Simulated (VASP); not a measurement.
A run of VASP 6.6.1 is set up as follows.

The input INCAR:

```
SYSTEM = CdF2
PREC = Accurate ; ENCUT = 520
EDIFF = 1E-6 ; ISMEAR = -1
SIGMA = 0.3 ; LREAL = .False.
LASPH = .True. ; NELM = 60
ALGO = Normal ; ISIF = 2
LWAVE = .False. ; LCHARG = .False.
GGA = RP ; NBANDS = 20
```

KPOINTS

```
regular mesh
0
Gamma
  6 6 6
  0 0 0
```

POSCAR

```
CdF2
1.0
    0.0000000000      2.6575901313      2.6575901313
    2.6575901313      0.0000000000      2.6575901313
    2.6575901313      2.6575901313      0.0000000000
Cd F
1 2
Direct
    0.0000000000      0.0000000000      0.0000000000
    0.2500000000      0.2500000000      0.2500000000
    0.7500000000      0.7500000000      0.7500000000
```

Potentials or basis: VASP PAW PBE potentials, release 64 (Cd, F).

The run is started by

```console
$ cat potpaw_PBE.64/Cd/POTCAR potpaw_PBE.64/F/POTCAR > POTCAR
$ mpirun -np 1 vasp_std > vasp.out
```

(1) Predict the pressure.

(2) Predict the band gap on the k mesh.

Answers

(1) 16.9 GPa.

(2) 3.44 eV, indirect (least direct gap 3.87 eV).

Caveat: the PAW data sets were made with another functional, which shifts forces and pressure a little.
